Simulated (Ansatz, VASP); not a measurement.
## Se: VASP beside Ansatz

File POSCAR:

```
Se
1.0
    2.7371584198      0.0000000000      0.0000000000
    0.0000000000      2.7371584198      0.0000000000
    0.0000000000      0.0000000000      2.7371584198
Se
1
Direct
    0.0000000000      0.0000000000      0.0000000000
```

Contents of INCAR.step1:

```
SYSTEM = Se
PREC     = Accurate       ! precision mode
ENCUT    = 520            ! plane-wave cutoff, eV
ISMEAR   = -1             ! smearing method
SIGMA    = 0.1            ! smearing width, eV
LREAL    = .False.        ! projectors in reciprocal space
LASPH    = .True.         ! aspherical terms in the spheres
NELM     = 100            ! most SCF steps
NBANDS   = 9              ! bands
GGA      = PE             ! functional
ALGO     = Normal         ! electronic algorithm
EDIFF    = 1E-4           ! SCF threshold, eV
LWAVE    = .True.         ! write WAVECAR
LCHARG   = .False.        ! write CHGCAR
```

File INCAR.step2:

```
SYSTEM = Se
PREC     = Accurate       ! precision mode
ENCUT    = 520            ! plane-wave cutoff, eV
EDIFF    = 1E-6           ! SCF threshold, eV
ISMEAR   = -1             ! smearing method
SIGMA    = 0.1            ! smearing width, eV
LREAL    = .False.        ! projectors in reciprocal space
LASPH    = .True.         ! aspherical terms in the spheres
NELM     = 100            ! most SCF steps
ALGO     = Normal         ! electronic algorithm
ISIF     = 2              ! what is computed and relaxed
LWAVE    = .False.        ! write WAVECAR
LCHARG   = .False.        ! write CHGCAR
METAGGA  = R2SCAN         ! meta-GGA
LMIXTAU  = .True.       
NBANDS   = 9              ! bands
ISTART   = 1
```

The input KPOINTS:

```
regular mesh
0
Gamma
  13 13 13
  0 0 0
```

Input for Ansatz:

```yaml
crystal:
  lattice:
    - [2.7371584198, 0.0, 0.0]
    - [0.0, 2.7371584198, 0.0]
    - [0.0, 0.0, 2.7371584198]
  atoms:
    - { symbol: Se, position: [0.0, 0.0, 0.0] }
hamiltonian:
  xc: r2scan
  pseudopotentials:
    kind: paw
    azcp:
      Se: "pseudopotentials/Se.paw.azcp"
basis:
  ecutwfc: 500
  fft_grid_basis: typed
kpoints:
  mp_grid: { grid: [13, 13, 13], shift: [0, 0, 0] }
magnetization:
  spin_polarized: false
scf:
  occupations: { method: fermi_dirac, width: 0.1 }
  lower_state_search: "off"
output:
  stress: true
```

Alike in both runs: task single point; functional r2SCAN; k mesh 13 × 13 × 13; occupations fermi-dirac, width 0.1 eV; no spin polarisation.

```csv
,VASP,Ansatz
version,VASP 6.6.1,Ansatz 0.2.0
potentials or method,"VASP PAW PBE potentials, release 64 (Se), cutoff 520 eV","plane waves (500 eV) with PAW, scalar-relativistic"
valence electrons in the cell,6,16
```

|  | VASP | Ansatz | Ansatz less VASP |
| --- | --- | --- | --- |
| pressure (GPa) | 7.8 | 7.8 | +0.08 |

VASP's potentials were made for PBE, not for r2SCAN. With one functional, cell and mesh, what is left measures potentials, basis and numerics. VASP's potentials hold 6 valence electrons a cell and Ansatz's 16, so a difference there can come from the potentials and not from the codes.
